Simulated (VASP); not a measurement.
Runs of VASP 6.6.1 on WO. The structure is that of space group Pm-3m (No. 221), or close to it. The cells are those of the table. 

| task | level | spin | cell | k mesh | cutoff (eV) | gap on the mesh (eV) | pressure (GPa) |
| --- | --- | --- | --- | --- | --- | --- | --- |
| single point | PBE | off | a = 2.825 Å, 2 atoms | 8 × 8 × 8 | 520 | none | 0.9 |
| relaxation of cell and atoms | PBE | off | relaxed from a = 2.521 Å, 2 atoms | 8 × 8 × 8 | 600 | none | -0.1 |
| single point | r2SCAN | collinear, ferromagnetic start | a = 2.826 Å, 2 atoms | 14 × 14 × 14 | 520 | none | (a) |
| single point | r2SCAN | off | a = 2.826 Å, 2 atoms | 14 × 14 × 14 | 520 | none | -5.7 |

Alike in all rows: potentials or basis VASP PAW PBE potentials, release 64 (W_sv, O); smearing gaussian 0.1 eV.

Question: Estimate the missing entries.

Answer: (a) -5.6.

Caveats: spin-orbit coupling is left out, which moves the levels of the heavy elements; the PAW data sets were made with another functional, which shifts forces and pressure a little (some runs).

A k mesh can miss the band edges, and the runs leave out spin-orbit coupling on W.

A gap of «none» marks levels without a gap at the run's occupations.
